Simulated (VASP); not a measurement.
A run of VASP 6.6.1 is set up as follows.

Contents of INCAR:

```
SYSTEM = IO
PREC = Accurate
ENCUT = 600
EDIFF = 1E-6
ISMEAR = -1
SIGMA = 0.1
LREAL = .FALSE.
LASPH = .TRUE.
NELM = 120
ALGO = Normal
ISIF = 2
LWAVE = .FALSE.
LCHARG = .TRUE.
GGA = PE
LELF = .TRUE.
LVHAR = .TRUE.
NBANDS = 14
GGA_COMPAT = .FALSE.
```

The input KPOINTS:

```
regular mesh
0
G
  5 5 5
  0 0 0
```

POSCAR

```
IO
1.0
    3.8700920000      0.0000000000      0.0000000000
    0.0000000000      3.8700920000      0.0000000000
    0.0000000000      0.0000000000      3.8700920000
O I
1 1
Direct
    0.0000000000      0.0000000000      0.0000000000
    0.5000000000      0.5000000000      0.5000000000
```

Potentials or basis: VASP PAW PBE potentials, release 64 (O, I).

Run with:

```bash
$ cat potpaw_PBE.64/O/POTCAR potpaw_PBE.64/I/POTCAR > POTCAR
$ mpirun -np 1 vasp_std > vasp.out
```

(1) What does it give for the pressure?

(2) Estimate the band gap on the k mesh.

## Answers

(1) -9.2 GPa.

(2) zero (an odd number of electrons rules out a gap without spin polarisation).

Caveat: the cell stands under tension; spin-orbit coupling is left out, which moves the levels of the heavy elements; an odd number of electrons without spin polarisation forces a metal; a magnetic or distorted state may lie lower.
